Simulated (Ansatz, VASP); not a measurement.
## One calculation of InSe, two programs

```
Se In
1.0
     4.02661    0.00000    0.00000
    -2.01331    3.48715    0.00000
     0.00000    0.00000   28.27071
Se In
4 4
Direct
  0.00000 0.00000 0.15918
  0.00000 0.00000 0.34967
  0.22222 0.66667 0.48090
  0.22222 0.66667 0.67139
  0.66667 0.33333 0.20500
  0.66667 0.33333 0.30385
  0.88889 0.00000 0.52672
  0.88889 0.00000 0.62557
```

Alike in both runs: task single point; functional PBE; dispersion D3(BJ); k mesh 9 × 9 × 1; occupations gaussian, width 0.05 eV; no spin polarisation.

|  | VASP | Ansatz |
| --- | --- | --- |
| version | VASP 6.6.1 | Ansatz 0.2.0 |
| potentials or method | VASP PAW PBE potentials, release 64 (Se, In_d), cutoff 520 eV | scalar-relativistic, plane waves, PAW |
| valence electrons in the cell | 76 | 116 |

|  | VASP | Ansatz | Ansatz less VASP |
| --- | --- | --- | --- |
| gap on the k mesh at the Fermi level (eV) | 1.27 | 1.28 | +0.010 |
| least direct gap on the mesh (eV) | 1.31 | 1.32 | +0.009 |
| rms of the force components (eV/Å) | 0.025 | 0.022 | -0.0030 |

VASP's potentials hold 76 valence electrons a cell and Ansatz's 116, so a difference there can come from the potentials and not from the codes.
